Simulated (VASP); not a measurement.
Runs of VASP 6.6.1 on HgP. The structure is that of space group F-43m (No. 216), or close to it. The cells are those of the table. 

```tsv
cell	gap on the mesh (eV)	pressure (GPa)
a = 4.062 Å, angles 60.0°, 2 atoms	none	(a)
a = 4.090 Å, angles 60.0°, 2 atoms	none	(b)
a = 4.211 Å, angles 60.0°, 2 atoms	none	-3.5
a = 4.172 Å, angles 60.0°, 2 atoms	none	-2.1
a = 4.118 Å, angles 60.0°, 2 atoms	none	0.2
a = 4.145 Å, angles 60.0°, 2 atoms	none	-1.0
```

Alike in all rows: task single point; level r2SCAN; potentials or basis VASP PAW PBE potentials, release 64 (Hg, P); no spin polarisation; k mesh 10 × 10 × 10; cutoff (eV) 520; smearing gaussian 0.05 eV.

Q: Fill in the values left out.

A: (a) 3.2; (b) 1.6.

Caveats: the PAW data sets were made with another functional, which shifts forces and pressure a little; spin-orbit coupling is left out, which moves the levels of the heavy elements.

A k mesh can miss the band edges, and the runs leave out spin-orbit coupling on Hg.

A gap of «none» marks levels without a gap at the run's occupations.
